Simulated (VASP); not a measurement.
# Al5Si3C3N5 (P1) in VASP: notebook, part 2 of 3

VASP 6.6.1. Earlier steps stand in the parts before.

## Step 3: Single point, PBEsol

This run uses another cell than the first one, of 10.51 Å³/atom.

Input file INCAR:

```
SYSTEM = Al5Si3C3N5
PREC     = Accurate       ! precision mode
ENCUT    = 700            ! plane-wave cutoff, eV
EDIFF    = 1E-6           ! SCF threshold, eV
ISMEAR   = -1             ! smearing method
SIGMA    = 0.05           ! smearing width, eV
LREAL    = Auto         
LASPH    = .True.         ! aspherical terms in the spheres
NELM     = 120            ! most SCF steps
ALGO     = Normal         ! electronic algorithm
ISIF     = 2              ! what is computed and relaxed
LWAVE    = .False.        ! write WAVECAR
LCHARG   = .False.        ! write CHGCAR
GGA      = PS             ! functional
ISYM     = -1           
NBANDS   = 246            ! bands
GGA_COMPAT= .False.
```

Input file KPOINTS:

```
explicit points
1
Reciprocal
  0.25000000   0.25000000   0.25000000 1
```

Input file POSCAR:

```
Al5Si3C3N5
1.0
    9.3461236307      0.0000000000      0.0000000000
    0.0000000000     10.7615490686      0.0000000000
    0.0000000000      0.0000000000     10.0322039784
Al Si N C
30 18 30 18
Direct
    0.1654460000      0.0839670000      0.2539960000
    0.1675940000      0.0790740000      0.7400050000
    0.0061710000      0.3301280000      0.2450570000
    0.4945520000      0.0888940000      0.2467160000
    0.3341880000      0.3313520000      0.2457690000
    0.3397860000      0.3370840000      0.7462480000
    0.1698980000      0.5834620000      0.2434550000
    0.0005720000      0.8324130000      0.7507000000
    0.8394490000      0.0895000000      0.2449250000
    0.6642440000      0.3324180000      0.2496930000
    0.5025210000      0.5832560000      0.2474420000
    0.3325650000      0.8328110000      0.2476880000
    0.3309290000      0.8332010000      0.7482470000
    0.8289360000      0.5821940000      0.2553470000
    0.8302620000      0.5806840000      0.7490440000
    0.6667820000      0.8373130000      0.2535090000
    0.6684120000      0.8381280000      0.7502390000
    0.0079620000      0.1665640000      0.9993450000
    0.3250640000      0.1695640000      0.9990330000
    0.0013310000      0.6639460000      0.4981330000
    0.6661900000      0.1678430000      0.4985180000
    0.5032290000      0.4191720000      0.4949800000
    0.4987220000      0.4173110000      0.0027010000
    0.1656850000      0.9139510000      0.4927140000
    0.1634320000      0.9208390000      0.0005740000
    0.8311470000      0.4149240000      0.4853470000
    0.8329450000      0.4144660000      0.0121780000
    0.6649250000      0.6708940000      0.4966370000
    0.4967150000      0.9172240000      0.4997000000
    0.8354180000      0.9233290000      0.4947440000
    0.9949240000      0.3346380000      0.7515010000
    0.5034400000      0.0824270000      0.7444490000
    0.1653820000      0.5852520000      0.7461730000
    0.0007590000      0.8333550000      0.2458960000
    0.8321480000      0.0810180000      0.7498220000
    0.6682250000      0.3285870000      0.7520600000
    0.5050070000      0.5836910000      0.7472530000
    0.0013440000      0.1685890000      0.4983630000
    0.3337040000      0.1656530000      0.4985660000
    0.1683280000      0.4171720000      0.4993590000
    0.1678890000      0.4140740000      0.9987000000
    0.9902750000      0.6694910000      0.0049670000
    0.6708090000      0.1627270000      0.9968620000
    0.3355370000      0.6620320000      0.4985570000
    0.3435440000      0.6718010000      0.9994940000
    0.6665000000      0.6693460000      0.0089790000
    0.5020490000      0.9166930000      0.0037790000
    0.8359140000      0.9149200000      0.0052420000
    0.0033450000      0.1674570000      0.1844780000
    0.9900170000      0.1766620000      0.6884960000
    0.3454280000      0.1659510000      0.6907770000
    0.1669610000      0.4208770000      0.1733430000
    0.1541470000      0.4184850000      0.6860240000
    0.9992540000      0.6713430000      0.1828850000
    0.0040160000      0.6559240000      0.6942450000
    0.6681140000      0.1595580000      0.1707500000
    0.3298710000      0.6689290000      0.1714810000
    0.8337930000      0.4076260000      0.6941630000
    0.6652660000      0.6703530000      0.6944810000
    0.5024930000      0.9186330000      0.1769870000
    0.5014830000      0.9235160000      0.6975130000
    0.8393690000      0.9150560000      0.1851920000
    0.8333970000      0.9235270000      0.6891360000
    0.1690410000      0.0835220000      0.9277000000
    0.0133820000      0.3329000000      0.4500570000
    0.5053470000      0.0754530000      0.9320350000
    0.3219450000      0.3304030000      0.4568130000
    0.3228790000      0.3425130000      0.9330640000
    0.1655340000      0.5866190000      0.9375820000
    0.9928390000      0.8268520000      0.4250570000
    0.6661350000      0.3318590000      0.4408820000
    0.6675680000      0.3210450000      0.9342220000
    0.3348810000      0.8211180000      0.4397340000
    0.3473170000      0.8336140000      0.9456310000
    0.8336760000      0.5853990000      0.4494720000
    0.8304330000      0.5905570000      0.9423180000
    0.6678510000      0.8399810000      0.4430840000
    0.6655610000      0.8384010000      0.9469560000
    0.3277380000      0.1664130000      0.1841410000
    0.6687990000      0.1647110000      0.7001240000
    0.4978430000      0.4158120000      0.1904570000
    0.5168550000      0.4199550000      0.6967630000
    0.3329540000      0.6559800000      0.6903450000
    0.1579670000      0.9114670000      0.1948500000
    0.1642770000      0.9112110000      0.6858480000
    0.8384400000      0.4143800000      0.2011310000
    0.6705370000      0.6748960000      0.1843100000
    0.1657470000      0.0941800000      0.4555720000
    0.0079610000      0.3425260000      0.9300940000
    0.4917250000      0.0869350000      0.4421490000
    0.1722850000      0.5761670000      0.4393230000
    0.9874720000      0.8255610000      0.9444180000
    0.8436510000      0.0936390000      0.4383770000
    0.8299200000      0.0753910000      0.9365910000
    0.4946180000      0.5903530000      0.4416530000
    0.5054490000      0.5952650000      0.9332060000
```

Potentials or basis: VASP PAW PBE potentials, release 64 (Al, Si, N, C).

The run is started by

```
cat potpaw_PBE.64/Al/POTCAR potpaw_PBE.64/Si/POTCAR potpaw_PBE.64/N/POTCAR potpaw_PBE.64/C/POTCAR > POTCAR
mpirun -np 1 vasp_std > vasp.out
```

Wall time 12 min (1 thread of AMD EPYC 9R45 (Zen 5), shared host); peak memory 1.4 GiB.

It converged, with:

| Quantity | Value |
| --- | --- |
| Free energy | -737.3344 eV |
| Pressure | 0.0 GPa |
| Largest force | 0.047 eV/Å |
| Band gap on the k mesh | 2.23 eV |

Forces in eV/Å, atoms in the order of the input:
```
Al  -0.005 -0.004  0.003
Al  -0.002  0.024 -0.005
Al   0.022  0.006  0.006
Al   0.020 -0.007  0.003
Al  -0.015  0.010  0.004
Al  -0.009 -0.001  0.002
Al   0.000 -0.001  0.002
Al  -0.020 -0.011 -0.015
Al  -0.011 -0.001 -0.005
Al   0.000 -0.017  0.013
Al  -0.007  0.012  0.001
Al   0.015 -0.006  0.005
Al   0.013  0.003  0.007
Al   0.008  0.015  0.019
Al  -0.001 -0.001 -0.006
Al  -0.004  0.014  0.011
Al   0.005 -0.003 -0.005
Al   0.002  0.006 -0.003
Al  -0.002  0.009 -0.021
Al  -0.001  0.008  0.007
Al   0.005  0.000  0.003
Al  -0.005 -0.009 -0.002
Al   0.001 -0.007 -0.031
Al  -0.006 -0.016 -0.015
Al   0.009  0.003 -0.015
Al   0.009 -0.001 -0.002
Al  -0.006 -0.003 -0.020
Al   0.008  0.003  0.004
Al  -0.007 -0.010  0.008
Al   0.006 -0.008  0.009
Si   0.004  0.000  0.005
Si   0.005  0.014 -0.003
Si  -0.002  0.003  0.001
Si  -0.014 -0.011  0.004
Si   0.002  0.003 -0.006
Si   0.006  0.001 -0.012
Si   0.003 -0.002 -0.003
Si  -0.008  0.011  0.007
Si   0.001  0.007  0.009
Si  -0.007  0.002  0.007
Si  -0.005 -0.003  0.007
Si   0.006 -0.010 -0.004
Si  -0.006  0.007 -0.015
Si  -0.006 -0.004  0.001
Si  -0.004 -0.002 -0.008
Si   0.001 -0.001 -0.019
Si  -0.007 -0.003 -0.013
Si  -0.002  0.004 -0.009
N    0.005 -0.005  0.004
N    0.017 -0.014  0.000
N   -0.025  0.009 -0.007
N    0.001 -0.005  0.038
N    0.017 -0.014 -0.002
N   -0.006 -0.018  0.029
N   -0.025  0.015 -0.013
N   -0.007  0.002  0.046
N    0.003 -0.002  0.042
N   -0.006  0.015 -0.007
N    0.010  0.010 -0.010
N   -0.001  0.005  0.047
N   -0.008 -0.031 -0.005
N   -0.015  0.007  0.024
N    0.006 -0.030 -0.012
N    0.003  0.001 -0.002
N   -0.016  0.001 -0.008
N   -0.016  0.009  0.003
N    0.023  0.000  0.001
N    0.025 -0.013 -0.001
N    0.001 -0.002  0.003
N   -0.001  0.005  0.023
N   -0.010 -0.009 -0.007
N   -0.004  0.026  0.014
N   -0.005  0.020 -0.005
N   -0.019  0.012 -0.022
N   -0.004  0.006 -0.008
N   -0.005 -0.024 -0.016
N    0.001  0.000  0.001
N    0.008 -0.004 -0.022
C   -0.002 -0.007  0.010
C    0.002  0.009 -0.023
C    0.001  0.003  0.007
C   -0.006 -0.009 -0.022
C    0.005  0.027 -0.008
C    0.022  0.022 -0.002
C   -0.001 -0.005 -0.004
C   -0.003  0.003  0.013
C    0.000 -0.009  0.027
C    0.008 -0.012 -0.017
C   -0.019 -0.012  0.012
C    0.021 -0.006 -0.007
C   -0.004  0.014 -0.002
C    0.020  0.015 -0.021
C   -0.021 -0.008  0.001
C    0.024  0.003  0.006
C    0.010 -0.007 -0.010
C    0.005 -0.017  0.000
```

Stress tensor (GPa, compression positive):
```
 0.02 -0.19 -0.19
-0.19 -0.02  0.06
-0.19  0.06  0.01
```

Levels at points of the mesh, in eV from the valence-band top:
```
           k point  band 189  band 190  band 191  band 192  band 193  band 194  band 195  band 196
(0.25, 0.25, 0.25)     -0.54     -0.46     -0.36      0.00      2.23      2.45      2.64      2.76
```

Caveat: the PAW data sets were made with another functional, which shifts forces and pressure a little; a shifted mesh leaves out Γ, where band edges can lie.

(Part 2 of 3 ends here.)
